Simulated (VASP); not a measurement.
# SiC18 in VASP: single point with PBE

Aim: the single point of SiC18 with PBE.

All numbers are computed with VASP 6.6.1; they aren't measurements. Logs are shortened: lines on timing, memory, paths and dates and some standing lists are left out, and cuts for length are marked.

## 1. The cell of the first run

The cell holds a slab with vacuum, 19 atoms: a = 7.398 Å, b = 7.398 Å, c = 11.000 Å, α = 90.00°, β = 90.00°, γ = 120.00°.

## 2. Single point, PBE, collinear spin

The input, INCAR:

```
  ALGO = Normal
  EDIFF = 1E-6
  ENCUT = 520
  GGA = PE
  ISIF = 2
  ISMEAR = -1
  ISPIN = 2
  LASPH = True
  LCHARG = False
  LORBIT = 11
  LREAL = Auto
  LWAVE = False
  MAGMOM = 0 0 0 0 0 0 0 0 0 0 0 0 0 0 0 0 0 0 0.22
  NBANDS = 57
  NELM = 150
  PREC = Accurate
  SIGMA = 0.02
```

The input, KPOINTS:

```
k-points
0
Gamma
  2 2 1
```

The input, POSCAR:

```
SiC18
1.0
    7.3980000000      0.0000000000      0.0000000000
   -3.6990000000      6.4068560000      0.0000000000
    0.0000000000      0.0000000000     11.0000000000
C Si
18 1
Direct
    0.0050698322      0.0031491265      0.0897052727
    0.2262957817      0.1114534180      0.0882752727
    0.0045618580      0.3348547244      0.0856763636
    0.2263533027      0.4451386140      0.0882442727
    0.0048079735      0.6663166770      0.0940686364
    0.2260032092      0.7777441853      0.0938628182
    0.3373588533      0.0004879148      0.0911069091
    0.5594035147      0.1114423361      0.0882097273
    0.3365731237      0.3329848525      0.0861212727
    0.5577192605      0.4411792617      0.0868955455
    0.3357752613      0.6663428989      0.0940210000
    0.5595655801      0.7795136960      0.0971264545
    0.6722895735      0.0031322696      0.0896084545
    0.8939297439      0.1136086093      0.0851479091
    0.6706599039      0.3329848525      0.0860900000
    0.8930429832      0.4451340876      0.0882257273
    0.6694250488      0.6646330119      0.0907197273
    0.8941813004      0.7794937174      0.0972161818
    0.7037474049      0.7321787785      0.2751332727
```

Potentials or basis: VASP PAW PBE potentials, release 64 (C, Si).

On the command line:

```
> cat potpaw_PBE.64/C/POTCAR potpaw_PBE.64/Si/POTCAR > POTCAR
> mpirun -np 1 vasp_std > vasp.out
```

OUTCAR:

```text
EDIFF = 1E-6
   ENCUT = 520
   GGA = PE
   ISIF = 2
   ISMEAR = -1
   ISPIN = 2
   LASPH = True
   LORBIT = 11
   LREAL = Auto
   NELM = 150
   PREC = Accurate

 ion  position               nearest neighbor table
   1  0.005  0.003  0.090-   2 1.42  14 1.42  18 1.44
   2  0.226  0.111  0.088-   1 1.42   9 1.42   7 1.42
   3  0.005  0.335  0.086-  14 1.42   4 1.42  16 1.42
   4  0.226  0.445  0.088-  11 1.42   3 1.42   9 1.42
   5  0.005  0.666  0.094-   6 1.42  16 1.42  18 1.43
   6  0.226  0.778  0.094-  11 1.42   5 1.42   7 1.43
   7  0.337  0.000  0.091-   2 1.42   8 1.42   6 1.43
   8  0.559  0.111  0.088-  13 1.42  15 1.42   7 1.42
   9  0.337  0.333  0.086-  10 1.42   2 1.42   4 1.42
  10  0.558  0.441  0.087-  15 1.42   9 1.42  17 1.43
  11  0.336  0.666  0.094-   6 1.42   4 1.42  12 1.43
  12  0.560  0.780  0.097-  11 1.43  13 1.44  17 1.44  19 2.34
  13  0.672  0.003  0.090-   8 1.42  14 1.42  12 1.44
  14  0.894  0.114  0.085-   3 1.42   1 1.42  13 1.42
  15  0.671  0.333  0.086-  10 1.42   8 1.42  16 1.42
  16  0.893  0.445  0.088-   5 1.42   3 1.42  15 1.42
  17  0.669  0.665  0.091-  10 1.43  12 1.44  18 1.44  19 2.07
  18  0.894  0.779  0.097-   5 1.43   1 1.44  17 1.44  19 2.33
  19  0.704  0.732  0.275-  17 2.07  18 2.33  12 2.34

  LATTYP: Found a hexagonal cell.
 ALAT       =     7.3980000000
 C/A-ratio  =     1.4868883482

  Lattice vectors:

 A1 = (   7.3980000000,   0.0000000000,   0.0000000000)
 A2 = (  -3.6990000000,   6.4068560000,   0.0000000000)
 A3 = (   0.0000000000,   0.0000000000,  11.0000000000)

Analysis of symmetry for initial positions (statically):
=====================================================================
 Subroutine PRICEL returns:
 Original cell was already a primitive cell.

 Routine SETGRP: Setting up the symmetry group for a
 hexagonal supercell.

 Subroutine GETGRP returns: Found  1 space group operations
 (whereof  1 operations were pure point group operations)
 out of a pool of 24 trial point group operations.

The static configuration has the point symmetry C_1 .

Analysis of symmetry for dynamics (positions and initial velocities):
=====================================================================
 Subroutine PRICEL returns:
 Original cell was already a primitive cell.

 Routine SETGRP: Setting up the symmetry group for a
 hexagonal supercell.

 Subroutine GETGRP returns: Found  1 space group operations
 (whereof  1 operations were pure point group operations)
 out of a pool of 24 trial point group operations.

The dynamic configuration has the point symmetry C_1 .

Analysis of structural, dynamic, and magnetic symmetry:
=====================================================================
 Subroutine PRICEL returns:
 Original cell was already a primitive cell.

 Routine SETGRP: Setting up the symmetry group for a
 hexagonal supercell.

 Subroutine GETGRP returns: Found  1 space group operations
 (whereof  1 operations were pure point group operations)
 out of a pool of 24 trial point group operations.

The overall configuration has the point symmetry C_1 .

 Subroutine INISYM returns: Found  1 space group operations
 (whereof  1 operations are pure point group operations),
 and found     1 'primitive' translations

----------------------------------------------------------------------------------------

                                     Primitive cell

  volume of cell :     521.3771

  direct lattice vectors                    reciprocal lattice vectors
     7.398000000  0.000000000  0.000000000     0.135171668  0.078041398  0.000000000
    -3.699000000  6.406856000  0.000000000     0.000000000  0.156082796  0.000000000
     0.000000000  0.000000000 11.000000000     0.000000000  0.000000000  0.090909091

  length of vectors
[... 71 lines left out ...]
 Following reciprocal coordinates:
            Coordinates               Weight
  0.000000  0.000000  0.000000      1.000000
  0.500000 -0.000000  0.000000      1.000000
  0.000000  0.500000  0.000000      1.000000
  0.500000  0.500000  0.000000      1.000000
   k-points           NKPTS =      4   k-points in BZ     NKDIM =      4   number of bands    NBANDS=     57
   number of dos      NEDOS =    301   number of ions     NIONS =     19
   total plane-waves  NPLWV = 263424
   dimension x,y,z NGX =    56 NGY =   56 NGZ =   84
   dimension x,y,z NGXF=   112 NGYF=  112 NGZF=  168
   ions per type =              18   1
   NGX,Y,Z   is equivalent  to a cutoff of  12.58, 12.58, 12.70 a.u.
   NGXF,Y,Z  is equivalent  to a cutoff of  25.17, 25.17, 25.39 a.u.
 SYSTEM =  unknown system
   PREC   = accura    normal or accurate (medium, high low for compatibility)
   ISTART =      0    job   : 0-new  1-cont  2-samecut
   ICHARG =      2    charge: 1-file 2-atom 10-const
   ISPIN  =      2    spin polarized calculation?
   LNONCOLLINEAR =      F non collinear calculations
   LSORBIT =      F    spin-orbit coupling
   LASPH  =      T    aspherical Exc in radial PAW
   ENCUT  =  520.0 eV  38.22 Ry    6.18 a.u.  13.76 13.76 20.45*2*pi/ulx,y,z
   NELM   =    150;   NELMIN=  2; NELMDL= -5     # of ELM steps
   EDIFF  = 0.1E-05   stopping-criterion for ELM
   LREAL  =      T    real-space projection
   EDIFFG = 0.1E-04   stopping-criterion for IOM
   NSW    =      0    number of steps for IOM
   IBRION =     -1    ionic relax: 0-MD 1-quasi-New 2-CG
   NFREE  =      0    steps in history (QN), initial steepest desc. (CG)
   ISIF   =      2    stress and relaxation
   ISYM   =      2    0-nonsym 1-usesym 2-fastsym
   POTIM  = 0.5000    time-step for ionic-motion
   TEBEG  =    0.0;   TEEND  =   0.0 temperature during run
   PSTRESS=    0.0 pullay stress
   NELECT =      76.0000    total number of electrons
   NUPDOWN=      -1.0000    fix difference up-down
   EMIN   =  10.00;   EMAX   =-10.00  energy-range for DOS
   EFERMI =   0.00;   METHOD = LEGACY
   ISMEAR =    -1;   SIGMA  =   0.02  broadening in eV -4-tet -1-fermi 0-gaus
   EFERMI_NEDOS =   21; number of points for ismear=-14 and -15
   IALGO  =     38    algorithm
   IMIX   =      4    mixing-type and parameters
     AMIX     =   0.40;   BMIX     =  1.00
     AMIX_MAG =   1.60;   BMIX_MAG =  1.00
  volume/ion in A,a.u.               =      27.44       185.18
  Fermi-wavevector in a.u.,A,eV,Ry     =   0.861580  1.628149 10.099867  0.742319
  Thomas-Fermi vector in A             =   1.979254
   LORBIT       =     11    0 simple, 1 ext, 2 COOP (PROOUT), +10 PAW based schemes
   GGA     = PE    functional components
   LHFCALC =     F    Hartree Fock is set to
   AEXX    =    0.0000 exact exchange contribution
   IVDW    =     0    specifies the selected vdW correction
   LEPSILON=     F    determine dielectric tensor
   LRPA    =     F    only Hartree local field effects (RPA)
 spin polarized calculation
  energy-cutoff  :      520.00
  volume of cell :      521.38
 maximum number of plane-waves:     14099
 NGX is ok and might be reduce to    56
   NGX = 27   NGY = 27   NGZ = 41

 number of electron      75.9999998 magnetization       0.9999918

 Free energy of the ion-electron system (eV)
  ---------------------------------------------------
  ext. energy  EPLUGINS =         0.00000000
  ---------------------------------------------------
  free energy    TOTEN  =      -167.42589045 eV

  energy without entropy =     -167.41894927  energy(sigma->0) =     -167.42241986

 E-fermi :  -0.6789     XC(G=0):  -4.4537

 val. band max:       -0.6811685620   @ k =   0.5000   0.5000   0.0000
 cond. band min:      -0.6764844260   @ k =   0.5000  -0.0000   0.0000
 fundamental gap:      0.0046841361
 Fermi energy:        -0.6788512613

 spin component 1

 k-point     1 :       0.0000    0.0000    0.0000
  band No.  band energies     occupation
      1     -20.7428      1.00000
      2     -18.5518      1.00000
      3     -18.1167      1.00000
      4     -18.0853      1.00000
      5     -17.9858      1.00000
      6     -17.9448      1.00000
[... 201 lines left out ...]
     49       4.1930      0.00000
     50       4.7971      0.00000
 Fermi energy:        -0.6788512613

 spin component 2

 k-point     1 :       0.0000    0.0000    0.0000
  band No.  band energies     occupation
      1     -20.7246      1.00000
      2     -18.5337      1.00000
      3     -18.1061      1.00000
      4     -18.0618      1.00000
      5     -17.9700      1.00000
      6     -17.9254      1.00000
[... 201 lines left out ...]
     49       4.3684      0.00000
     50       4.9093      0.00000
 [bands above 50 left out]

------------------------ aborting loop because EDIFF is reached ----------------------------------------

  FORCE on cell =-STRESS in cart. coord.  units (eV):
  Direction    XX          YY          ZZ          XY          YZ          ZX
  --------------------------------------------------------------------------------------
  -------------------------------------------------------------------------------------
  Total        3.4752555      6.7746568     -0.0972757     -0.0110042     -0.0023787      0.0096218
  in kB       10.6793628     20.8183308     -0.2989256     -0.0338157     -0.0073097      0.0295674
  external PRESSURE =      10.3995893 kB  Pullay stress =       0.0000000 kB

 VOLUME and BASIS-vectors are now :
 -----------------------------------------------------------------------------
  energy-cutoff  :      520.00
  volume of cell :      521.38
      direct lattice vectors                 reciprocal lattice vectors
     7.398000000  0.000000000  0.000000000     0.135171668  0.078041398  0.000000000
    -3.699000000  6.406856000  0.000000000     0.000000000  0.156082796  0.000000000
     0.000000000  0.000000000 11.000000000     0.000000000  0.000000000  0.090909091

 POSITION                                       TOTAL-FORCE (eV/Angst)
 -----------------------------------------------------------------------------------
      0.02586      0.02018      0.98676        -0.009277     -0.002627      0.000339
      1.26187      0.71407      0.97103         0.001259     -0.003285      0.000453
     -1.20488      2.14537      0.94244        -0.003231      0.003095      0.000600
      0.02799      2.85194      0.97069         0.009467      0.007584     -0.003169
     -2.42914      4.26899      1.03476        -0.005917      0.000822      0.002005
     -1.20490      4.98290      1.03249         0.004888      0.005618     -0.002493
[... 11 lines left out ...]
      3.73181      4.99410      1.06938        -0.002841      0.000072      0.011207
      2.49799      4.69096      3.02647         0.008043      0.002434      0.000131
 -----------------------------------------------------------------------------------
    total drift:                               -0.030863     -0.016103     -0.009370

  FREE ENERGIE OF THE ION-ELECTRON SYSTEM (eV)
  ---------------------------------------------------
  free  energy   TOTEN  =      -167.4258904481 eV

  energy  without entropy=     -167.4189492725  energy(sigma->0) =     -167.42241986

 total charge

# of ion       s       p       d       tot
------------------------------------------
    1        0.861   1.788   0.000   2.649
    2        0.862   1.797   0.000   2.659
    3        0.862   1.798   0.000   2.661
    4        0.862   1.790   0.000   2.653
    5        0.860   1.795   0.000   2.655
    6        0.862   1.796   0.000   2.658
[... 11 lines left out ...]
   18        0.857   1.771   0.000   2.628
   19        0.940   0.601   0.000   1.541
--------------------------------------------------
tot         16.440  32.849   0.000  49.290

 magnetization (x)

# of ion       s       p       d       tot
------------------------------------------
    1        0.002   0.019   0.000   0.021
    2       -0.001  -0.005   0.000  -0.005
    3       -0.000  -0.003   0.000  -0.003
    4       -0.000   0.001   0.000   0.000
    5        0.001   0.010   0.000   0.011
    6       -0.001  -0.009   0.000  -0.009
[... 11 lines left out ...]
   18       -0.000  -0.008   0.000  -0.009
   19        0.007   0.258   0.000   0.265
--------------------------------------------------
tot          0.014   0.343   0.000   0.358
```

Wall time 7.7 min (1 thread of Intel Xeon Platinum 8488C (Sapphire Rapids), shared host); peak memory 0.8 GiB.

Results:

```
Free energy                                           : -167.4259 eV
Largest force                                         : 0.014 eV/Å
Net moment                                            : 1.00 μB per cell
Site moments                                          : C +0.02, -0.01, -0.00, +0.00, +0.01, +0.03 (each value once); Si +0.27 μB
Valence electrons inside the program's atomic spheres : C 2.65, 2.66, 2.63 (each value once); Si 1.54
```

Forces on the atoms (eV/Å):
```
C   -0.009 -0.003  0.000
C    0.001 -0.003  0.000
C   -0.003  0.003  0.001
C    0.009  0.008 -0.003
C   -0.006  0.001  0.002
C    0.005  0.006 -0.002
C   -0.002 -0.002 -0.005
C   -0.002 -0.006 -0.003
C   -0.002  0.004  0.001
C    0.000  0.003 -0.005
C    0.008 -0.004 -0.003
C   -0.001  0.002  0.004
C   -0.001 -0.005 -0.003
C   -0.001  0.002 -0.002
C    0.002  0.003 -0.004
C    0.000  0.002  0.003
C   -0.003 -0.011  0.007
C   -0.003  0.000  0.011
Si   0.008  0.002  0.000
```

Levels at points of the mesh, in eV from the Fermi level:
Spin up:
| k point | band 36 | band 37 | band 38 | band 39 | band 40 | band 41 |
| --- | --- | --- | --- | --- | --- | --- |
| (0.00, 0.00, 0.00) | -1.17 | -1.09 | -0.69 | -0.42 | 0.20 | 0.94 |
| (0.50, 0.00, 0.00) | -3.04 | -2.77 | -0.34 | 0.00 | 1.05 | 1.86 |
| (0.00, 0.50, 0.00) | -3.05 | -2.77 | -0.51 | 0.15 | 1.30 | 1.63 |
| (0.50, 0.50, 0.00) | -3.04 | -2.77 | -0.34 | 0.00 | 1.05 | 1.85 |
Spin down:
| k point | band 33 | band 34 | band 35 | band 36 | band 37 | band 38 | band 39 | band 40 | band 41 | band 42 |
| --- | --- | --- | --- | --- | --- | --- | --- | --- | --- | --- |
| (0.00, 0.00, 0.00) | -4.08 | -3.45 | -3.42 | -1.05 | -0.92 | -0.58 | -0.33 | 1.14 | 1.33 | 2.78 |
| (0.50, 0.00, 0.00) | -3.61 | -3.37 | -3.15 | -2.98 | -2.74 | 0.32 | 0.59 | 1.15 | 1.92 | 2.12 |
| (0.00, 0.50, 0.00) | -3.44 | -3.42 | -3.15 | -3.00 | -2.74 | 0.24 | 0.54 | 1.46 | 1.90 | 2.07 |
| (0.50, 0.50, 0.00) | -3.60 | -3.37 | -3.15 | -2.98 | -2.74 | 0.32 | 0.59 | 1.16 | 1.92 | 2.12 |

Caveat: the k points lie up to 0.49 Å⁻¹ apart.
